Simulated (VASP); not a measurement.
A run of VASP 6.6.1:

File INCAR:

```
SYSTEM = Al
ALGO = Normal ; EDIFF = 1E-7
ENCUT = 520 ; GGA = PS
ISIF = 2 ; ISMEAR = 0
LASPH = .TRUE. ; LCHARG = .TRUE.
LELF = .TRUE. ; LREAL = .FALSE.
LVHAR = .TRUE. ; LWAVE = .FALSE.
NBANDS = 8 ; NELM = 80
PREC = Accurate ; SIGMA = 0.15
```

KPOINTS

```
k-points
0
G
  20 20 20
  0 0 0
```

POSCAR

```
Al
1.0
    0.0000000000      2.0239800000      1.9227810000
    2.0239800000      0.0000000000      1.9227810000
    2.0239800000      2.0239800000      0.0000000000
Al
1
Direct
    0.0000000000      0.0000000000      0.0000000000
```

Potentials or basis: VASP PAW PBE potentials, release 64 (Al).

Launch:

```bash
$ cat potpaw_PBE.64/Al/POTCAR > POTCAR
$ mpirun -np 1 vasp_std > vasp.out
```

Hardware: 1 thread of AMD EPYC 9R45 96-Core Processor (Zen 5), on a shared host.

How long does it take, and how much memory?

Run time: 42 s on 1 thread of AMD EPYC 9R45 96-Core Processor (Zen 5), on a shared host, peak memory 0.16 GiB. Counts: scf iterations 11, k points 641.
